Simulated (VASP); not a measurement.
Zr2SeS2: single point with PBE

Crystal: Zr2SeS2.

```
Zr Se S
1.0
     4.97024    0.00000    0.00000
    -2.48512    4.30436    0.00000
     0.00000    0.00000    3.46086
Zr Se S
2 1 2
Direct
  0.33333 0.66667 0.50000
  0.66667 0.33333 0.50000
  0.00000 0.00000 0.00000
  0.33333 0.66667 0.00000
  0.66667 0.33333 0.00000
```

The cell was built from a structure type or drawn by symmetry, and may not be a known phase.

```
Program                : VASP 6.6.1
Task                   : single point
Functional             : PBE
Potentials or basis    : VASP PAW PBE potentials, release 64 (Zr_sv, Se, S)
Cutoff                 : 520 eV
k mesh                 : 6 × 6 × 6
Occupations            : gaussian, width 0.1 eV
Spin                   : no spin polarisation
Dipole correction      : no
Further INCAR settings : ALGO = Normal; EDIFF = 1e-07; NBANDS = 29
```

The pressure is 140.1 GPa and the band gap on the k mesh is zero (bands 21 and 22 overlap by 1.72 eV).

Stress tensor (GPa, compression positive):
```
 29.35   0.00   0.00
  0.00  29.35   0.00
  0.00   0.00 361.50
```

Levels at points of the mesh, in eV from the Fermi level:
| k point | band 18 | band 19 | band 20 | band 21 | band 22 | band 23 | band 24 | band 25 |
| --- | --- | --- | --- | --- | --- | --- | --- | --- |
| (0.00, 0.00, 0.00) | -2.45 | -1.06 | -0.47 | -0.47 | 0.31 | 0.31 | 1.33 | 1.33 |
| (0.50, 0.00, 0.00) | -2.19 | -1.66 | -1.55 | -0.98 | 0.01 | 0.42 | 1.07 | 1.73 |
| (0.00, 0.00, 0.50) | -5.73 | -0.67 | -0.67 | 0.25 | 0.25 | 1.41 | 1.41 | 1.46 |
| (0.50, 0.00, 0.50) | -4.99 | -1.30 | -1.08 | -0.97 | -0.36 | -0.17 | 3.59 | 3.83 |

Wall time 30 s on 1 thread of Intel(R) Xeon(R) 6975P-C (Granite Rapids), with other jobs on the host, peak memory 0.22 GiB.

Caveat: atoms lie so close that the PAW spheres overlap strongly, which falsifies energies and pressures; the cell stands under pressure.
